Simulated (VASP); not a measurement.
Input of a VASP 6.6.1 run:

File INCAR:

```
ALGO = Normal ; EDIFF = 1E-7
ENCUT = 520 ; GGA = PE
ISIF = 2 ; ISMEAR = -1
LASPH = True ; LCHARG = False
LREAL = False ; LWAVE = False
NBANDS = 29 ; NELM = 100
PREC = Accurate ; SIGMA = 0.05
```

KPOINTS

```
k-points
0
Gamma
  8 8 8
```

File POSCAR:

```
TiSi2
1.0
    1.7651050250     -6.7592815350      0.0000000000
    1.7651050250      6.7592815350      0.0000000000
    0.0000000000      0.0000000000      3.5651739700
Ti Si
2 4
Direct
    0.1031180800      0.8968819200      0.2500000000
    0.8968819200      0.1031180800      0.7500000000
    0.7503148200      0.2496851800      0.2500000000
    0.2496851800      0.7503148200      0.7500000000
    0.4417485500      0.5582514500      0.2500000000
    0.5582514500      0.4417485500      0.7500000000
```

Potentials or basis: VASP PAW PBE potentials, release 64 (Ti_sv, Si).

The run is started by

```console
$ cat potpaw_PBE.64/Ti_sv/POTCAR potpaw_PBE.64/Si/POTCAR > POTCAR
$ mpirun -np 1 vasp_std > vasp.out
```

(1) Estimate the largest force.

(2) Predict the band gap on the k mesh.

Answers

(1) 0.181 eV/Å.

(2) zero (bands 20 and 21 overlap by 1.01 eV).
